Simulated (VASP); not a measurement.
# Hg2I2 in VASP: a series of runs

Runs on Hg2I2. Level: PBE. Tasks: single point.

All numbers are computed with VASP 6.6.1; they aren't measurements. Logs are shortened: lines on timing, memory, paths and dates and some standing lists are left out, and cuts for length are marked.

### Step 1. The cell of the first run

The cell holds a molecule in a box, 4 atoms: a = 14.250 Å, b = 9.000 Å, c = 12.420 Å, α = 90.00°, β = 90.00°, γ = 90.00°.

### Step 2. Single point, PBE

File INCAR:

```
SYSTEM = HgI
PREC = Accurate ; ENCUT = 520
EDIFF = 1E-7 ; ISMEAR = 0
SIGMA = 0.01 ; LREAL = .FALSE.
LASPH = .TRUE. ; NELM = 100
ALGO = Normal ; ISIF = 2
LWAVE = .FALSE. ; LCHARG = .TRUE.
GGA = PE ; LELF = .TRUE.
LVHAR = .TRUE. ; NBANDS = 27
```

File KPOINTS:

```
regular mesh
0
G
  1 1 1
  0 0 0
```

File POSCAR:

```
HgI
1.0
   14.2500000000      0.0000000000      0.0000000000
    0.0000000000      9.0000000000      0.0000000000
    0.0000000000      0.0000000000     12.4200000000
Hg I
2 2
Direct
    0.4998308800      0.5000000000      0.6376288200
    0.4998308800      0.5000000000      0.3712946900
    0.6838715800      0.5000000000      0.3623188400
    0.3157894700      0.5000000000      0.3623188400
```

Potentials or basis: VASP PAW PBE potentials, release 64 (Hg, I).

On the command line:

```console
cat potpaw_PBE.64/Hg/POTCAR potpaw_PBE.64/I/POTCAR > POTCAR
mpirun -np 1 vasp_gam > vasp.out
```

OUTCAR:

```text
SYSTEM = HgI
   PREC = Accurate
   ENCUT = 520
   EDIFF = 1E-7
   ISMEAR = 0
   LREAL = .FALSE.
   LASPH = .TRUE.
   NELM = 100
   ISIF = 2
   GGA = PE

 ion  position               nearest neighbor table
   1  0.500  0.500  0.638-   2 3.31
   2  0.500  0.500  0.371-   3 2.62   4 2.62   1 3.31
   3  0.684  0.500  0.362-   2 2.62
   4  0.316  0.500  0.362-   2 2.62

  LATTYP: Found a simple orthorhombic cell.
 ALAT       =     9.0000000000
 B/A-ratio  =     1.3800000000
 C/A-ratio  =     1.5833333333

  Lattice vectors:

 A1 = (   0.0000000000,   9.0000000000,   0.0000000000)
 A2 = (   0.0000000000,   0.0000000000,  12.4200000000)
 A3 = (  14.2500000000,   0.0000000000,   0.0000000000)

Analysis of symmetry for initial positions (statically):
=====================================================================
 Subroutine PRICEL returns:
 Original cell was already a primitive cell.

 Routine SETGRP: Setting up the symmetry group for a
 simple orthorhombic supercell.

 Subroutine GETGRP returns: Found  4 space group operations
 (whereof  2 operations were pure point group operations)
 out of a pool of  8 trial point group operations.

The static configuration has the point symmetry C_1h.
 The point group associated with its full space group is C_2v.

Analysis of symmetry for dynamics (positions and initial velocities):
=====================================================================
 Subroutine PRICEL returns:
 Original cell was already a primitive cell.

 Routine SETGRP: Setting up the symmetry group for a
 simple orthorhombic supercell.

 Subroutine GETGRP returns: Found  4 space group operations
 (whereof  2 operations were pure point group operations)
 out of a pool of  8 trial point group operations.

The dynamic configuration has the point symmetry C_1h.
 The point group associated with its full space group is C_2v.

 Subroutine INISYM returns: Found  4 space group operations
 (whereof  2 operations are pure point group operations),
 and found     1 'primitive' translations

----------------------------------------------------------------------------------------

                                     Primitive cell

  volume of cell :    1592.8650

  direct lattice vectors                    reciprocal lattice vectors
    14.250000000  0.000000000  0.000000000     0.070175439  0.000000000  0.000000000
     0.000000000  9.000000000  0.000000000     0.000000000  0.111111111  0.000000000
     0.000000000  0.000000000 12.420000000     0.000000000  0.000000000  0.080515298

  length of vectors
    14.250000000  9.000000000 12.420000000     0.070175439  0.111111111  0.080515298

  position of ions in fractional coordinates (direct lattice)
     0.499830880  0.500000000  0.637628820
     0.499830880  0.500000000  0.371294690
     0.683871580  0.500000000  0.362318840
     0.315789470  0.500000000  0.362318840

  ion indices of the primitive-cell ions
   primitive index   ion index
                 1           1
                 2           2
                 3           3
                 4           4

----------------------------------------------------------------------------------------

 KPOINTS: regular mesh

Automatic generation of k-mesh.
 Grid dimensions read from file:
 generate k-points for:    1    1    1

 Generating k-lattice:

  Cartesian coordinates                     Fractional coordinates (reciprocal lattice)
     0.070175439  0.000000000  0.000000000     1.000000000  0.000000000  0.000000000
     0.000000000  0.111111111  0.000000000     0.000000000  1.000000000  0.000000000
     0.000000000  0.000000000  0.080515298     0.000000000  0.000000000  1.000000000

  Length of vectors
     0.070175439  0.111111111  0.080515298

  Shift w.r.t. Gamma in fractional coordinates (k-lattice)
     0.000000000  0.000000000  0.000000000

 Subroutine IBZKPT returns following result:
 ===========================================

 Found      1 irreducible k-points:

 Following reciprocal coordinates:
            Coordinates               Weight
  0.000000  0.000000  0.000000      1.000000
   k-points           NKPTS =      1   k-points in BZ     NKDIM =      1   number of bands    NBANDS=     27
   number of dos      NEDOS =    301   number of ions     NIONS =      4
   total plane-waves  NPLWV = 725760
   dimension x,y,z NGX =   108 NGY =   70 NGZ =   96
   dimension x,y,z NGXF=   216 NGYF=  140 NGZF=  192
   ions per type =               2   2
   NGX,Y,Z   is equivalent  to a cutoff of  12.60, 12.93, 12.85 a.u.
   NGXF,Y,Z  is equivalent  to a cutoff of  25.20, 25.86, 25.70 a.u.
 SYSTEM =  HgI
   PREC   = accura    normal or accurate (medium, high low for compatibility)
   ISTART =      0    job   : 0-new  1-cont  2-samecut
   ICHARG =      2    charge: 1-file 2-atom 10-const
   ISPIN  =      1    spin polarized calculation?
   LNONCOLLINEAR =      F non collinear calculations
   LSORBIT =      F    spin-orbit coupling
   LASPH  =      T    aspherical Exc in radial PAW
   ENCUT  =  520.0 eV  38.22 Ry    6.18 a.u.  26.50 16.73 23.09*2*pi/ulx,y,z
   NELM   =    100;   NELMIN=  2; NELMDL= -5     # of ELM steps
   EDIFF  = 0.1E-06   stopping-criterion for ELM
   LREAL  =      F    real-space projection
   EDIFFG = 0.1E-05   stopping-criterion for IOM
   NSW    =      0    number of steps for IOM
   IBRION =     -1    ionic relax: 0-MD 1-quasi-New 2-CG
   NFREE  =      0    steps in history (QN), initial steepest desc. (CG)
   ISIF   =      2    stress and relaxation
   ISYM   =      2    0-nonsym 1-usesym 2-fastsym
   POTIM  = 0.5000    time-step for ionic-motion
   TEBEG  =    0.0;   TEEND  =   0.0 temperature during run
   PSTRESS=    0.0 pullay stress
   NELECT =      38.0000    total number of electrons
   NUPDOWN=      -1.0000    fix difference up-down
   EMIN   =  10.00;   EMAX   =-10.00  energy-range for DOS
   EFERMI =   0.00;   METHOD = LEGACY
   ISMEAR =     0;   SIGMA  =   0.01  broadening in eV -4-tet -1-fermi 0-gaus
   EFERMI_NEDOS =   21; number of points for ismear=-14 and -15
   IALGO  =     38    algorithm
   IMIX   =      4    mixing-type and parameters
     AMIX     =   0.40;   BMIX     =  1.00
     AMIX_MAG =   1.60;   BMIX_MAG =  1.00
  volume/ion in A,a.u.               =     398.22      2687.30
  Fermi-wavevector in a.u.,A,eV,Ry     =   0.471277  0.890585  3.021883  0.222102
  Thomas-Fermi vector in A             =   1.463835
   LORBIT       =      0    0 simple, 1 ext, 2 COOP (PROOUT), +10 PAW based schemes
   GGA     = PE    functional components
   LHFCALC =     F    Hartree Fock is set to
   AEXX    =    0.0000 exact exchange contribution
   IVDW    =     0    specifies the selected vdW correction
   LEPSILON=     F    determine dielectric tensor
   LRPA    =     F    only Hartree local field effects (RPA)
 non-spin polarized calculation
 Gauss-broadening in eV      SIGMA  =   0.01
  energy-cutoff  :      520.00
  volume of cell :     1592.87
 maximum number of plane-waves:     21460
 NGX is ok and might be reduce to   108
   NGX = 53   NGY = 33   NGZ = 47

 number of electron      38.0000003 magnetization

 Free energy of the ion-electron system (eV)
  ---------------------------------------------------
  ext. energy  EPLUGINS =         0.00000000
  ---------------------------------------------------
  free energy    TOTEN  =        -3.92727650 eV

  energy without entropy =       -3.92727650  energy(sigma->0) =       -3.92727650

 E-fermi :  -5.8277     XC(G=0):  -1.5358

 val. band max:       -5.9006394386   @ k =   0.0000   0.0000   0.0000
 cond. band min:      -2.9434613344   @ k =   0.0000   0.0000   0.0000
 fundamental gap:      2.9571781043
 Fermi energy:        -5.8276539237

 k-point     1 :       0.0000    0.0000    0.0000
  band No.  band energies     occupation
      1     -16.9849      2.00000
      2     -16.5967      2.00000
      3     -11.8831      2.00000
      4     -11.5849      2.00000
      5     -11.5768      2.00000
      6     -11.2635      2.00000
[... 19 lines left out ...]
     26       0.7270      0.00000
     27       0.7461      0.00000

------------------------ aborting loop because EDIFF is reached ----------------------------------------

  FORCE on cell =-STRESS in cart. coord.  units (eV):
  Direction    XX          YY          ZZ          XY          YZ          ZX
  --------------------------------------------------------------------------------------
  -------------------------------------------------------------------------------------
  Total       -0.6297520      0.0036057      0.1203941      0.0000000      0.0000000      0.0000000
  in kB       -0.6334337      0.0036268      0.1210980      0.0000000      0.0000000      0.0000000
  external PRESSURE =      -0.1695696 kB  Pullay stress =       0.0000000 kB

 VOLUME and BASIS-vectors are now :
 -----------------------------------------------------------------------------
  energy-cutoff  :      520.00
  volume of cell :     1592.87
      direct lattice vectors                 reciprocal lattice vectors
    14.250000000  0.000000000  0.000000000     0.070175439  0.000000000  0.000000000
     0.000000000  9.000000000  0.000000000     0.000000000  0.111111111  0.000000000
     0.000000000  0.000000000 12.420000000     0.000000000  0.000000000  0.080515298

 POSITION                                       TOTAL-FORCE (eV/Angst)
 -----------------------------------------------------------------------------------
      7.12259      4.50000      7.91935         0.000000      0.000000      0.046277
      7.12259      4.50000      4.61148         0.000000      0.000000     -0.017073
      9.74517      4.50000      4.50000        -0.115439      0.000000     -0.014602
      4.50000      4.50000      4.50000         0.115439      0.000000     -0.014602
 -----------------------------------------------------------------------------------
    total drift:                                0.004664     -0.000000      0.000328

  FREE ENERGIE OF THE ION-ELECTRON SYSTEM (eV)
  ---------------------------------------------------
  free  energy   TOTEN  =        -3.9272764976 eV

  energy  without entropy=       -3.9272764976  energy(sigma->0) =       -3.92727650
```

Run time: 5.6 min. Hardware: 1 thread of Intel Xeon 8259CL, shared host; peak memory 1.2 GiB.

Results:

- Free energy: -3.9273 eV
- Largest force: 0.116 eV/Å
- Gap between the frontier levels: 2.96 eV

Forces in eV/Å, atoms in the order of the input:
```
Hg   0.000  0.000  0.046
Hg   0.000  0.000 -0.017
I   -0.115  0.000 -0.015
I    0.115  0.000 -0.015
```

Levels at points of the mesh, in eV from the valence-band top:
| k point | band 16 | band 17 | band 18 | band 19 | band 20 | band 21 | band 22 | band 23 |
| --- | --- | --- | --- | --- | --- | --- | --- | --- |
| (0.00, 0.00, 0.00) | -0.37 | -0.05 | -0.01 | 0.00 | 2.96 | 4.57 | 4.72 | 5.28 |

Caveat: spin-orbit coupling is left out, which moves the levels of the heavy elements.

### Step 3. Single point, PBE, non-collinear spin, zero start, spin-orbit coupling

File INCAR:

```
SYSTEM = HgI
ALGO = Normal ; EDIFF = 1E-6
ENCUT = 520 ; GGA = PE
GGA_COMPAT = .False. ; ISIF = 2
ISMEAR = 0 ; LASPH = .True.
LCHARG = .True. ; LORBIT = 11
LORBMOM = .True. ; LREAL = .False.
LSORBIT = .True. ; LVHAR = .True.
LWAVE = .False. ; MAGMOM = 0 0 0 0 0 0 0 0 0 0 0 0
NBANDS = 52 ; NELM = 150
PREC = Accurate ; SIGMA = 0.01
```

File KPOINTS:

```
k-points
0
Gamma
  1 1 1
  0 0 0
```

POSCAR is that of step 2.

Potentials or basis: VASP PAW PBE potentials, release 64 (Hg, I).

On the command line:

```console
cat potpaw_PBE.64/Hg/POTCAR potpaw_PBE.64/I/POTCAR > POTCAR
mpirun -np 1 vasp_ncl > vasp.out
```

OUTCAR:

```text
SYSTEM = HgI
   EDIFF = 1E-6
   ENCUT = 520
   GGA = PE
   ISIF = 2
   ISMEAR = 0
   LASPH = .True.
   LORBIT = 11
   LREAL = .False.
   LSORBIT = .True.
   NELM = 150
   PREC = Accurate

 ion  position               nearest neighbor table
   1  0.500  0.500  0.638-   2 3.31
   2  0.500  0.500  0.371-   3 2.62   4 2.62   1 3.31
   3  0.684  0.500  0.362-   2 2.62
   4  0.316  0.500  0.362-   2 2.62

  LATTYP: Found a simple orthorhombic cell.
 ALAT       =     9.0000000000
 B/A-ratio  =     1.3800000000
 C/A-ratio  =     1.5833333333

  Lattice vectors:

 A1 = (   0.0000000000,   9.0000000000,   0.0000000000)
 A2 = (   0.0000000000,   0.0000000000,  12.4200000000)
 A3 = (  14.2500000000,   0.0000000000,   0.0000000000)

Analysis of symmetry for initial positions (statically):
=====================================================================
 Subroutine PRICEL returns:
 Original cell was already a primitive cell.

 Routine SETGRP: Setting up the symmetry group for a
 simple orthorhombic supercell.

 Subroutine GETGRP returns: Found  4 space group operations
 (whereof  2 operations were pure point group operations)
 out of a pool of  8 trial point group operations.

The static configuration has the point symmetry C_1h.
 The point group associated with its full space group is C_2v.

Analysis of symmetry for dynamics (positions and initial velocities):
=====================================================================
 Subroutine PRICEL returns:
 Original cell was already a primitive cell.

 Routine SETGRP: Setting up the symmetry group for a
 simple orthorhombic supercell.

 Subroutine GETGRP returns: Found  4 space group operations
 (whereof  2 operations were pure point group operations)
 out of a pool of  8 trial point group operations.

The dynamic configuration has the point symmetry C_1h.
 The point group associated with its full space group is C_2v.

[... 251 lines left out ...]
            0.000   0.000   0.000

 orbital moment (y)

 # of ion     p       d       tot
 ----------------------------------------
  1         0.000   0.000   0.000
  2         0.000   0.000   0.000
  3         0.000  -0.000   0.000
  4        -0.000   0.000  -0.000
 ----------------------------------------
            0.000   0.000  -0.000

 orbital moment (z)

 # of ion     p       d       tot
 ----------------------------------------
  1         0.000   0.000   0.000
  2         0.000  -0.000  -0.000
  3         0.000   0.000   0.000
  4         0.000   0.000   0.000
 ----------------------------------------
            0.000  -0.000  -0.000

 Spin-Orbit-Coupling matrix elements

 Ion:    1  E_soc:     -0.3960377
 l=   1
     0.0000000    -0.0012565    -0.0004166
    -0.0012565     0.0000000    -0.0012504
    -0.0004166    -0.0012504     0.0000000
 l=   2
     0.0000000    -0.0129280     0.0000000    -0.0129064    -0.0514194
    -0.0129280     0.0000000    -0.0395944    -0.0129304    -0.0129236
     0.0000000    -0.0395944     0.0000000    -0.0394570     0.0000000
    -0.0129064    -0.0129304    -0.0394570     0.0000000    -0.0129361
    -0.0514194    -0.0129236     0.0000000    -0.0129361     0.0000000
 l=   3
     0.0000000     0.0000000     0.0000000     0.0000000     0.0000000     0.0000000     0.0000000
     0.0000000     0.0000000     0.0000000     0.0000000     0.0000000     0.0000000     0.0000000
     0.0000000     0.0000000     0.0000000     0.0000000     0.0000000     0.0000000     0.0000000
     0.0000000     0.0000000     0.0000000     0.0000000     0.0000000     0.0000000     0.0000000
[... 49 lines left out ...]
 l=   2
     0.0000000    -0.0000045     0.0000000     0.0000094    -0.0000257
    -0.0000045     0.0000000     0.0000009    -0.0000045     0.0000003
     0.0000000     0.0000009     0.0000000    -0.0000179     0.0000000
     0.0000094    -0.0000045    -0.0000179     0.0000000    -0.0000095
    -0.0000257     0.0000003     0.0000000    -0.0000095     0.0000000
 l=   3
     0.0000000     0.0000000     0.0000000     0.0000000     0.0000000     0.0000000     0.0000000
     0.0000000     0.0000000     0.0000000     0.0000000     0.0000000     0.0000000     0.0000000
     0.0000000     0.0000000     0.0000000     0.0000000     0.0000000     0.0000000     0.0000000
     0.0000000     0.0000000     0.0000000     0.0000000     0.0000000     0.0000000     0.0000000
     0.0000000     0.0000000     0.0000000     0.0000000     0.0000000     0.0000000     0.0000000
     0.0000000     0.0000000     0.0000000     0.0000000     0.0000000     0.0000000     0.0000000
     0.0000000     0.0000000     0.0000000     0.0000000     0.0000000     0.0000000     0.0000000

 total charge

# of ion       s       p       d       tot
------------------------------------------
    1        1.052   0.012   9.375  10.438
    2        0.801   0.303   9.357  10.462
    3        1.512   2.739   0.015   4.266
    4        1.512   2.739   0.015   4.266
--------------------------------------------------
tot          4.878   5.793  18.762  29.433

 magnetization (x)

# of ion       s       p       d       tot
------------------------------------------
    1        0.000   0.000   0.000   0.000
    2        0.000   0.000   0.000   0.000
    3        0.000   0.000   0.000   0.000
    4        0.000   0.000   0.000   0.000
--------------------------------------------------
tot          0.000   0.000   0.000   0.000

 magnetization (y)

# of ion       s       p       d       tot
------------------------------------------
    1        0.000   0.000   0.000   0.000
    2        0.000   0.000   0.000   0.000
    3        0.000   0.000   0.000   0.000
    4       -0.000  -0.000  -0.000  -0.000
--------------------------------------------------
tot          0.000   0.000   0.000   0.000

 magnetization (z)

# of ion       s       p       d       tot
------------------------------------------
    1        0.000   0.000   0.000   0.000
    2        0.000   0.000   0.000   0.000
    3        0.000   0.000   0.000   0.000
    4        0.000   0.000   0.000   0.000
--------------------------------------------------
tot          0.000   0.000   0.000   0.000
```

OSZICAR:

```text
N       E                     dE             d eps       ncg     rms          rms(c)
[... 17 lines left out ...]
DAV:  18    -0.469079547669E+01   -0.30859E-04   -0.59635E-06   104   0.667E-03    0.197E-03
DAV:  19    -0.469082567900E+01   -0.30202E-04   -0.27842E-06    96   0.549E-03    0.221E-03
DAV:  20    -0.469084240997E+01   -0.16731E-04   -0.15156E-06   104   0.344E-03    0.101E-03
DAV:  21    -0.469085095797E+01   -0.85480E-05   -0.46821E-07    96   0.199E-03    0.800E-04
DAV:  22    -0.469085949785E+01   -0.85399E-05   -0.75590E-07   104   0.217E-03    0.309E-04
DAV:  23    -0.469086092362E+01   -0.14258E-05   -0.64266E-08    96   0.776E-04    0.213E-04
DAV:  24    -0.469086163700E+01   -0.71337E-06   -0.11876E-08    80   0.358E-04
   1 F= -.46908616E+01 E0= -.46908616E+01  d E =-.986671E-35  mag=    -0.0000    -0.0000     0.0000
```

stdout:

```text
POSCAR found type information on POSCAR HgI
 POSCAR found :  2 types and       4 ions
 scaLAPACK will be used
 LDA part: xc-table for (Slater+PW92), standard interpolation
 POSCAR, INCAR and KPOINTS ok, starting setup
 FFT: planning ... GRIDC
 FFT: planning ... GRID_SOFT
 FFT: planning ... GRID
 WAVECAR not read
 entering main loop
```

Wall time 23 min (1 thread of Intel Xeon 8259CL, shared host); peak memory 3.7 GiB.

What came out:

- Free energy: -4.6909 eV
- Largest force: 0.108 eV/Å
- Net moment: 0.00 μB per cell
- Valence electrons inside the program's atomic spheres: Hg 10.44, 10.46; I 4.27

Forces in eV/Å, atoms in the order of the input:
```
Hg   0.000  0.000  0.029
Hg   0.000  0.000  0.001
I   -0.107  0.000 -0.015
I    0.107  0.000 -0.015
```

Moments on the atoms (μB; x, y, z):
```
Hg  0.00 0.00 0.00
Hg  0.00 0.00 0.00
I   0.00 0.00 0.00
I   0.00 0.00 0.00
```
